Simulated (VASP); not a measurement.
Input of a VASP 6.6.1 run:

The input INCAR:

```
SYSTEM = AlN
  PREC = Accurate
  ENCUT = 520
  EDIFF = 1E-7
  ISMEAR = 0
  SIGMA = 0.05
  LREAL = .False.
  LASPH = .True.
  NELM = 100
  ALGO = Normal
  ISIF = 2
  LWAVE = .False.
  LCHARG = .False.
  GGA = PE
  NBANDS = 26
```

Contents of KPOINTS:

```
Automatic mesh
0
Gamma
  8 6 4
  0 0 0
```

Contents of POSCAR:

```
AlN
1.0
   -1.6567491617      2.8695737234      0.0000000000
    0.0000000000      0.0000000000      4.1874629526
    4.9702474850      2.8695737234      0.0000000000
Al N
4 4
Direct
    0.6558345749      0.7500000000      0.1425589741
    0.0000000000      0.7500000000      0.6666666667
    0.0000000000      0.2500000000      0.3333333333
    0.5000000000      0.2500000000      0.8333333333
    0.5000000000      0.2500000000      0.1666666667
    0.0000000000      0.2500000000      0.6666666667
    0.0000000000      0.7500000000      0.3333333333
    0.5000000000      0.7500000000      0.8333333333
```

Potentials or basis: VASP PAW PBE potentials, release 64 (Al, N).

Command:

```bash
$ cat potpaw_PBE.64/Al/POTCAR potpaw_PBE.64/N/POTCAR > POTCAR
$ mpirun -np 1 vasp_std > vasp.out
```

Predict the pressure.

8.4 GPa.

Predict the largest force.

9.123 eV/Å.

Predict the band gap on the k mesh.

2.72 eV.

Forces on the atoms (eV/Å):
```
Al   1.242 -9.038  0.000
Al  -1.040 -0.348  0.000
Al  -0.205  0.842  0.000
Al   0.199 -0.276  0.000
N   -1.115  0.682  0.000
N    0.162  0.156  0.000
N    1.505  7.803  0.000
N   -0.747  0.179  0.000
```

Caveat: the cell differs from its parent crystal (atom 1 (Al) moved by -0.378 Å along [1 0 0] and +0.378 Å along [1 2 0]); the stress differs along the axes, from 1 to 23 GPa; forces of over 1 eV/Å act on the atoms, so gaps and moduli don't describe the material at rest.
